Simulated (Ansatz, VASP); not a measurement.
## One calculation of CoSi, two programs

The input INCAR:

```
SYSTEM = CoSi
  PREC = Accurate
  ENCUT = 520
  EDIFF = 1E-6
  ISMEAR = 0
  SIGMA = 0.15
  LREAL = .FALSE.
  LASPH = .TRUE.
  NELM = 80
  ALGO = Normal
  ISIF = 2
  LWAVE = .FALSE.
  LCHARG = .FALSE.
  GGA = PS
  NBANDS = 36
```

The input KPOINTS:

```
regular mesh
0
G
  10 10 10
  0 0 0
```

The input POSCAR:

```
CoSi
1.0
    4.3858255181      0.0000000000      0.0000000000
    0.0000000000      4.3858255181      0.0000000000
    0.0000000000      0.0000000000      4.3858255181
Co Si
4 4
Direct
    0.1535430791      0.1535430791      0.1535430791
    0.3464569209      0.8464569209      0.6535430791
    0.6535430791      0.3464569209      0.8464569209
    0.8464569209      0.6535430791      0.3464569209
    0.8439158986      0.8439158986      0.8439158986
    0.6560841014      0.1560841014      0.3439158986
    0.3439158986      0.6560841014      0.1560841014
    0.1560841014      0.3439158986      0.6560841014
```

Input for Ansatz:

```yaml
crystal:
  lattice:
    - [4.3858255181, 0.0, 0.0]
    - [0.0, 4.3858255181, 0.0]
    - [0.0, 0.0, 4.3858255181]
  atoms:
    - { symbol: Co, position: [0.1535430791, 0.1535430791, 0.1535430791] }
    - { symbol: Co, position: [0.3464569209, 0.8464569209, 0.6535430791] }
    - { symbol: Co, position: [0.6535430791, 0.3464569209, 0.8464569209] }
    - { symbol: Co, position: [0.8464569209, 0.6535430791, 0.3464569209] }
    - { symbol: Si, position: [0.8439158986, 0.8439158986, 0.8439158986] }
    - { symbol: Si, position: [0.6560841014, 0.1560841014, 0.3439158986] }
    - { symbol: Si, position: [0.3439158986, 0.6560841014, 0.1560841014] }
    - { symbol: Si, position: [0.1560841014, 0.3439158986, 0.6560841014] }
basis:
  ecutwfc: 420
kpoints:
  mp_grid: { grid: [10, 10, 10] }
hamiltonian:
  xc: pbesol
scf:
  occupations: { method: gaussian, width: 0.15 }
output:
  forces: true
  stress: true
  eigenvalues: true
```

Change from the starting cell: mode 4 (200.1 1/cm) frozen in, largest displacement +0.060 Å.

Alike in both runs: task single point; functional PBEsol; k mesh 10 × 10 × 10; occupations gaussian, width 0.15 eV; no spin polarisation.

```csv
,VASP,Ansatz
version,VASP 6.6.1,Ansatz 0.2.0
potentials or method,"VASP PAW PBE potentials, release 64 (Co, Si), cutoff 520 eV","scalar-relativistic, plane waves, PAW"
valence electrons in the cell,52,84
```

|  | VASP | Ansatz | Ansatz less VASP |
| --- | --- | --- | --- |
| gap on the k mesh at the Fermi level (eV) | none | none | - |
| pressure (GPa) | -0.2 | -0.4 | -0.21 |
| rms of the force components (eV/Å) | 0.231 | 0.229 | -0.0017 |

VASP's potentials were made for PBE, not for PBEsol. Atom by atom the forces differ by 0.002 eV/Å (rms over components). A gap of «none» marks a metal or a gap that the smearing closes. The functional is the same, so the differences come from potentials, cutoffs and numerics. VASP's potentials hold 52 valence electrons a cell and Ansatz's 84, so a difference there can come from the potentials and not from the codes.
